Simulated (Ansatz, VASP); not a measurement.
## TeRu: VASP beside Ansatz

Contents of INCAR:

```
SYSTEM = TeRu
PREC = Accurate ; ENCUT = 500
EDIFF = 1E-7 ; ISMEAR = 0
SIGMA = 0.1 ; LREAL = .False.
LASPH = .True. ; NELM = 200
ALGO = Normal ; ISIF = 3
LWAVE = .False. ; LCHARG = .False.
ISPIN = 2 ; MAGMOM = 0 0.84
LORBIT = 11 ; LMAXMIX = 4
GGA = PE ; IBRION = 2
NSW = 100 ; EDIFFG = -0.01
GGA_COMPAT = .False. ; NELMIN = 4
```

The input KPOINTS:

```
regular mesh
0
Gamma
  16 16 16
  0 0 0
```

The input POSCAR:

```
TeRu
1.0
    3.3170758072      0.0000000000      0.0000000000
    0.0000000000      3.3170758072      0.0000000000
    0.0000000000      0.0000000000      3.3170758072
Te Ru
1 1
Direct
    0.0000000000      0.0000000000      0.0000000000
    0.5000000000      0.5000000000      0.5000000000
```

Input for Ansatz:

```yaml
crystal:
  lattice:
    - [3.3170758072, 0.0, 0.0]
    - [0.0, 3.3170758072, 0.0]
    - [0.0, 0.0, 3.3170758072]
  atoms:
    - { symbol: Te, position: [0.0, 0.0, 0.0] }
    - { symbol: Ru, position: [0.5, 0.5, 0.5], spin: 0.84 }
basis:
  ecutwfc: 420
kpoints:
  mp_grid: { grid: [16, 16, 16] }
hamiltonian:
  xc: pbe
scf:
  occupations: { method: gaussian, width: 0.1 }
output:
  forces: true
  stress: true
  eigenvalues: true
  populations: true
magnetization:
  spin_polarized: true
relax:
  adjacent_minimum: "off"
  f_tol: 0.01
  max_steps: 80
  cell: { stress_tol: 0.05 }
```

Change from the starting cell: species swapped into the CdPd type (P4/mmm, No. 123).

Alike in both runs: task relaxation of cell and atoms; functional PBE; k mesh 16 × 16 × 16; occupations gaussian, width 0.1 eV; collinear spin.

|  | VASP | Ansatz |
| --- | --- | --- |
| version | VASP 6.6.1 | Ansatz 0.2.0 |
| potentials or method | VASP PAW PBE potentials, release 64 (Te, Ru_pv), cutoff 500 eV | scalar-relativistic, plane waves, PAW |
| valence electrons in the cell | 20 | 32 |

Ansatz gave:

```
gap on the k mesh at the Fermi level, each at its own relaxed structure (eV) : none
net moment per atom (μB)                                                     : 0.37
size of the moment on the site where the two differ most (μB)                : 0.72
relaxed volume (Å³/atom)                                                     : 18.37
relaxed cell length with the largest relative difference (Å)                 : 3.324
```

Q: Which values does VASP return?

A: gap on the k mesh at the Fermi level, each at its own relaxed structure (eV): none; net moment per atom (μB): 0.37; size of the moment on the site where the two differ most (μB): 0.72; relaxed volume (Å³/atom): 18.34; relaxed cell length with the largest relative difference (Å): 3.323.

Site moments also hang on the region over which each program counts them. A gap of «none» marks a metal or a gap that the smearing closes. VASP's potentials hold 20 valence electrons a cell and Ansatz's 32, so a difference there can come from the potentials and not from the codes.

Spin-orbit coupling is off throughout.
